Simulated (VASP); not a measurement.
# Li (P6_3/mmc) in VASP: notebook

Runs on Li. Level: PBEsol. Tasks: single point, relaxation of cell and atoms.

Program: VASP 6.6.1. These are calculated values, not measurements. Logs are shortened: lines on timing, memory, paths and dates and some standing lists are left out, and cuts for length are marked.

**1. The cell of the first run**

Symmetry: P6_3/mmc, No. 194, hexagonal system. The conventional cell has a = 3.052 Å, b = 3.052 Å, c = 5.010 Å, α = 90.00°, β = 90.00°, γ = 120.00°. Li (site symmetry -6m2) has 12 Li at 3.05 to 3.06 Å within 4.0 Å.

This isn't the form of Li at room conditions, which is bcc.

**2. Single point, PBEsol**

INCAR

```
ALGO     = Normal         # electronic algorithm
EDIFF    = 1E-6           # SCF threshold, eV
ENCUT    = 750            # plane-wave cutoff, eV
GGA      = PS             # functional
GGA_COMPAT= F            
ISIF     = 2              # what is computed and relaxed
ISMEAR   = 0              # smearing method
LASPH    = T              # aspherical terms in the spheres
LCHARG   = F              # write CHGCAR
LREAL    = F              # projectors in reciprocal space
LWAVE    = F              # write WAVECAR
NBANDS   = 10             # bands
NELM     = 120            # most SCF steps
PREC     = Accurate       # precision mode
SIGMA    = 0.1            # smearing width, eV
```

KPOINTS

```
k-points
0
Gamma
  18 18 10
```

POSCAR

```
Li
1.0
    3.0515438902      0.0000000000      0.0000000000
   -1.5257719451      2.6427145297      0.0000000000
    0.0000000000      0.0000000000      5.0099160625
Li
2
Direct
    0.3333333333      0.6666666667      0.2500000000
    0.6666666667      0.3333333333      0.7500000000
```

Potentials or basis: VASP PAW PBE potentials, release 64 (Li_sv).

Run with:

```sh
$ cat potpaw_PBE.64/Li_sv/POTCAR > POTCAR
$ mpirun -np 1 vasp_std > vasp.out
```

OUTCAR:

```text
EDIFF = 1E-6
   ENCUT = 750
   GGA = PS
   ISIF = 2
   ISMEAR = 0
   LASPH = T
   LREAL = F
   NELM = 120
   PREC = Accurate

 ion  position               nearest neighbor table
   1  0.333  0.667  0.250-
   2  0.667  0.333  0.750-

  LATTYP: Found a hexagonal cell.
 ALAT       =     3.0515438902
 C/A-ratio  =     1.6417643799

  Lattice vectors:

 A1 = (   3.0515438902,   0.0000000000,   0.0000000000)
 A2 = (  -1.5257719451,   2.6427145297,   0.0000000000)
 A3 = (   0.0000000000,   0.0000000000,   5.0099160625)

Analysis of symmetry for initial positions (statically):
=====================================================================
 Subroutine PRICEL returns:
 Original cell was already a primitive cell.

 Routine SETGRP: Setting up the symmetry group for a
 hexagonal supercell.

 Subroutine GETGRP returns: Found 24 space group operations
 (whereof 12 operations were pure point group operations)
 out of a pool of 24 trial point group operations.

The static configuration has the point symmetry D_3d.
 The point group associated with its full space group is D_6h.

Analysis of symmetry for dynamics (positions and initial velocities):
=====================================================================
 Subroutine PRICEL returns:
 Original cell was already a primitive cell.

 Routine SETGRP: Setting up the symmetry group for a
 hexagonal supercell.

 Subroutine GETGRP returns: Found 24 space group operations
 (whereof 12 operations were pure point group operations)
 out of a pool of 24 trial point group operations.

The dynamic configuration has the point symmetry D_3d.
 The point group associated with its full space group is D_6h.

 Subroutine INISYM returns: Found 24 space group operations
 (whereof 12 operations are pure point group operations),
 and found     1 'primitive' translations

----------------------------------------------------------------------------------------

                                     Primitive cell

  volume of cell :      40.4018

  direct lattice vectors                    reciprocal lattice vectors
     3.051543890  0.000000000  0.000000000     0.327702971  0.189199399  0.000000000
    -1.525771945  2.642714530  0.000000000     0.000000000  0.378398797  0.000000000
     0.000000000  0.000000000  5.009916063     0.000000000  0.000000000  0.199604143

  length of vectors
     3.051543890  3.051543890  5.009916063     0.378398797  0.378398797  0.199604143
[... 87 lines left out ...]
   ISIF   =      2    stress and relaxation
   ISYM   =      2    0-nonsym 1-usesym 2-fastsym
   POTIM  = 0.5000    time-step for ionic-motion
   TEBEG  =    0.0;   TEEND  =   0.0 temperature during run
   PSTRESS=    0.0 pullay stress
   NELECT =       6.0000    total number of electrons
   NUPDOWN=      -1.0000    fix difference up-down
   EMIN   =  10.00;   EMAX   =-10.00  energy-range for DOS
   EFERMI =   0.00;   METHOD = LEGACY
   ISMEAR =     0;   SIGMA  =   0.10  broadening in eV -4-tet -1-fermi 0-gaus
   EFERMI_NEDOS =   21; number of points for ismear=-14 and -15
   IALGO  =     38    algorithm
   IMIX   =      4    mixing-type and parameters
     AMIX     =   0.40;   BMIX     =  1.00
     AMIX_MAG =   1.60;   BMIX_MAG =  1.00
  volume/ion in A,a.u.               =      20.20       136.32
  Fermi-wavevector in a.u.,A,eV,Ry     =   0.866946  1.638289 10.226064  0.751595
  Thomas-Fermi vector in A             =   1.985408
   LORBIT       =      0    0 simple, 1 ext, 2 COOP (PROOUT), +10 PAW based schemes
   GGA     = PS    functional components
   LHFCALC =     F    Hartree Fock is set to
   AEXX    =    0.0000 exact exchange contribution
   IVDW    =     0    specifies the selected vdW correction
   LEPSILON=     F    determine dielectric tensor
   LRPA    =     F    only Hartree local field effects (RPA)
 non-spin polarized calculation
 Gauss-broadening in eV      SIGMA  =   0.10
  energy-cutoff  :      750.00
  volume of cell :       40.40
 maximum number of plane-waves:      1918
 NGX is ok and might be reduce to    28
   NGX = 13   NGY = 13   NGZ = 23

 number of electron       5.9999998 magnetization

 Free energy of the ion-electron system (eV)
  ---------------------------------------------------
  ext. energy  EPLUGINS =         0.00000000
  ---------------------------------------------------
  free energy    TOTEN  =        -3.93963210 eV

  energy without entropy =       -3.93517014  energy(sigma->0) =       -3.93740112

 E-fermi :   0.6285     XC(G=0):  -7.0261

 val. band max:        0.6201813002   @ k =   0.4444   0.0556   0.2000
 cond. band min:       0.6531804917   @ k =   0.0556   0.0000   0.0000
 fundamental gap:      0.0329991915
 Fermi energy:         0.6285221558

 k-point     1 :       0.0000    0.0000    0.0000
  band No.  band energies     occupation
      1     -45.2620      2.00000
      2     -45.2430      2.00000
      3      -2.9350      2.00000
      4       0.5880      1.43372
      5       3.5247      0.00000
      6      13.1989      0.00000
      7      13.1989      0.00000
      8      14.5889      0.00000
      9      14.5889      0.00000
     10      15.0731      0.00000
[... 287 lines left out ...]
 k-point    24 :       0.3889    0.1111    0.0000
  band No.  band energies     occupation
      1     -45.2425      2.00000
      2     -45.2364      2.00000
      3       0.2986      2.00000
      4       2.3264      0.00000
      5       4.8509      0.00000
      6       6.3766      0.00000
      7       7.2953      0.00000
      8       7.4270      0.00000
      9      10.4010      0.00000
     10      12.8114      0.00000

 [... further k-points ...]

------------------------ aborting loop because EDIFF is reached ----------------------------------------

  FORCE on cell =-STRESS in cart. coord.  units (eV):
  Direction    XX          YY          ZZ          XY          YZ          ZX
  --------------------------------------------------------------------------------------
  -------------------------------------------------------------------------------------
  Total       -0.0307815     -0.0307815     -0.0310007      0.0000000      0.0000000      0.0000000
  in kB       -1.2206730     -1.2206730     -1.2293661      0.0000000      0.0000000      0.0000000
  external PRESSURE =      -1.2235707 kB  Pullay stress =       0.0000000 kB

 VOLUME and BASIS-vectors are now :
 -----------------------------------------------------------------------------
  energy-cutoff  :      750.00
  volume of cell :       40.40
      direct lattice vectors                 reciprocal lattice vectors
     3.051543890  0.000000000  0.000000000     0.327702971  0.189199399  0.000000000
    -1.525771945  2.642714530  0.000000000     0.000000000  0.378398797  0.000000000
     0.000000000  0.000000000  5.009916063     0.000000000  0.000000000  0.199604143

 POSITION                                       TOTAL-FORCE (eV/Angst)
 -----------------------------------------------------------------------------------
     -0.00000      1.76181      1.25248        -0.000000      0.000000     -0.000000
      1.52577      0.88090      3.75744         0.000000     -0.000000      0.000000
 -----------------------------------------------------------------------------------
    total drift:                               -0.000000      0.000000      0.000000

  FREE ENERGIE OF THE ION-ELECTRON SYSTEM (eV)
  ---------------------------------------------------
  free  energy   TOTEN  =        -3.9396320959 eV

  energy  without entropy=       -3.9351701448  energy(sigma->0) =       -3.93740112
```

Wall time 58 s (1 thread of Intel Xeon Platinum 8488C (Sapphire Rapids), shared host); peak memory 0.25 GiB.

Results:

```yaml
Free_energy: -3.9396 eV
Pressure: -0.1 GPa
Band_gap_on_the_k_mesh: zero (bands 3 and 4 overlap by 4.65 eV)
```

Caveat: the PAW data sets were made with another functional, which shifts forces and pressure a little.

**3. Relaxation of cell and atoms, PBEsol**

This run uses another cell than the first one, of 18.29 Å³/atom.

INCAR

```
SYSTEM = Li
PREC = Accurate
ENCUT = 750
EDIFF = 1E-7
ISMEAR = 0
SIGMA = 0.1
LREAL = .FALSE.
LASPH = .TRUE.
NELM = 120
ALGO = Normal
ISIF = 3
LWAVE = .FALSE.
LCHARG = .FALSE.
GGA = PS
IBRION = 2
NSW = 70
EDIFFG = -0.005
GGA_COMPAT = .FALSE.
NELMIN = 4
```

KPOINTS

```
Automatic mesh
0
G
  18 18 10
  0 0 0
```

POSCAR

```
Li
1.0
    2.9531605378      0.0000000000      0.0000000000
   -1.4765802689      2.5575120472      0.0000000000
    0.0000000000      0.0000000000      4.8440825740
Li
2
Direct
    0.3333333333      0.6666666667      0.2500000000
    0.6666666667      0.3333333333      0.7500000000
```

Potentials or basis: VASP PAW PBE potentials, release 64 (Li_sv).

Run with:

```sh
$ cat potpaw_PBE.64/Li_sv/POTCAR > POTCAR
$ mpirun -np 1 vasp_std > vasp.out
```

Run time: 2.1 min. Hardware: 1 thread of Intel Xeon Platinum 8488C (Sapphire Rapids), shared host; peak memory 0.23 GiB.

Results (log left out):

```yaml
Free_energy: -3.9361 eV
Relaxed_volume: 19.96 Å³/atom
Relaxed_cell: a = 3.040 Å, b = 3.040 Å, c = 4.990 Å, α = 90.00°, β = 90.00°, γ = 120.00°
Space_group_after_relaxing_to_0.1_Å: P6_3/mmc (No. 194)
Energy_gained_by_relaxing: 7.1 meV/atom
Ionic_steps: 4
Pressure_after_relaxing: 0.0 GPa
Band_gap_on_the_k_mesh: zero (bands 3 and 4 overlap by 4.67 eV)
```

The path:
```csv
step,energy change (eV),largest force (eV/Å),pressure (GPa),volume (Å³)
1,0.0000,0.0000,1.45,36.59
2,-0.0068,0.0000,1.01,37.47
3,-0.0140,0.0000,-0.11,40.21
4,-0.0141,0.0000,-0.01,39.93
```

Final structure:
```
Li
1.0
     3.03958    0.00000    0.00000
    -1.51979    2.63236    0.00000
     0.00000    0.00000    4.99004
Li
2
Direct
  0.33333 0.66667 0.25000
  0.66667 0.33333 0.75000
```

Levels at points of the mesh, in eV from the Fermi level:
| k point | band 1 | band 2 | band 3 | band 4 | band 5 | band 6 | band 7 |
| --- | --- | --- | --- | --- | --- | --- | --- |
| (0.00, 0.00, 0.00) | -45.87 | -45.85 | -3.58 | -0.05 | 2.94 | 12.67 | 12.67 |
| (0.50, 0.00, 0.00) | -45.85 | -45.85 | -0.07 | 1.07 | 4.73 | 5.88 | 6.31 |
| (0.00, 0.00, 0.50) | -45.86 | -45.86 | -2.47 | -2.47 | 7.99 | 7.99 | 13.59 |
| (0.50, 0.00, 0.50) | -45.85 | -45.85 | 0.69 | 0.69 | 3.56 | 3.56 | 9.97 |

Caveat: the PAW data sets were made with another functional, which shifts forces and pressure a little. Zero-point motion and thermal expansion aren't in these numbers.
